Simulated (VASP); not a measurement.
Write the native input for VASP 6.6.1 that does the following.

| Item | Value |
| --- | --- |
| Task | single point |
| Functional | PBE |
| Potentials or basis | VASP PAW PBE potentials, release 64 (Li_sv, S) |
| Cutoff | 750 eV |
| k mesh | 10 × 10 × 10 |
| Occupations | gaussian, width 0.05 eV |
| Spin | no spin polarisation |
| Dipole correction | no |
| Further INCAR settings | ALGO = Normal; EDIFF = 1e-06; NBANDS = 13 |

The structure of Li2S lies in POSCAR:

```
Li2S
1.0
    0.0000000000      2.8337254936      2.8337254936
    2.8337254936      0.0000000000      2.8337254936
    2.8337254936      2.8337254936      0.0000000000
Li S
2 1
Direct
    0.2500000000      0.2500000000      0.2500000000
    0.7500000000      0.7500000000      0.7500000000
    0.0000000000      0.0000000000      0.0000000000
```

This cell differs from its parent crystal: volume scaled by 0.980.

One way to write it, as run:

INCAR

```
PREC = Accurate
ENCUT = 750
EDIFF = 1E-6
ISMEAR = 0
SIGMA = 0.05
LREAL = F
LASPH = T
NELM = 120
ALGO = Normal
ISIF = 2
LWAVE = F
LCHARG = F
GGA = PE
NBANDS = 13
GGA_COMPAT = F
```

KPOINTS

```
Automatic mesh
0
Gamma
  10 10 10
```

Potentials or basis: VASP PAW PBE potentials, release 64 (Li_sv, S).

Run with:

```console
$ cat potpaw_PBE.64/Li_sv/POTCAR potpaw_PBE.64/S/POTCAR > POTCAR
$ mpirun -np 1 vasp_std > vasp.out
```

Results of the run:

```yaml
Pressure: 0.7 GPa
Band_gap_on_the_k_mesh: 3.38 eV, indirect (least direct gap 4.35 eV)
```

It took 23 s on 1 thread of Intel(R) Xeon(R) Platinum 8488C (Sapphire Rapids), on a shared host, peak memory 0.21 GiB.
